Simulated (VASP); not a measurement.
Here is a VASP 6.6.1 calculation.

The input INCAR:

```
SYSTEM = Ti3Al
  PREC = Accurate
  ENCUT = 520
  EDIFF = 1E-6
  ISMEAR = 0
  SIGMA = 0.1
  LREAL = .False.
  LASPH = .True.
  NELM = 80
  ALGO = Fast
  ISIF = 2
  LWAVE = .False.
  LCHARG = .False.
  GGA = PS
  NBANDS = 28
```

Contents of KPOINTS:

```
regular mesh
0
Gamma
  14 14 4
  0 0 0
```

POSCAR

```
Ti3Al
1.0
    2.9184961174     -0.0132032154      0.0292754222
   -1.4706823786      2.5116811050     -0.0192773576
    0.0922636200     -0.0168842425      9.1516284678
Ti Al
3 1
Direct
    0.6315963955      0.3012861684     -0.0005050745
    0.3035480885      0.6795801970      0.7537501736
    0.3588520879      0.6722872491      0.2447411061
    0.7060034281      0.3468463855      0.5020127110
```

Potentials or basis: VASP PAW PBE potentials, release 64 (Ti_sv, Al).

Command:

```console
$ cat potpaw_PBE.64/Ti_sv/POTCAR potpaw_PBE.64/Al/POTCAR > POTCAR
$ mpirun -np 1 vasp_std > vasp.out
```

(1) Estimate the band gap on the k mesh.

(2) Predict the largest force.

(3) Predict the pressure.

Answers

(1) zero (an odd number of electrons rules out a gap without spin polarisation).

(2) 0.334 eV/Å.

(3) -0.9 GPa.

Caveat: the cell differs from its parent crystal (atoms moved at random and the cell strained at random); the PAW data sets were made with another functional, which shifts forces and pressure a little.
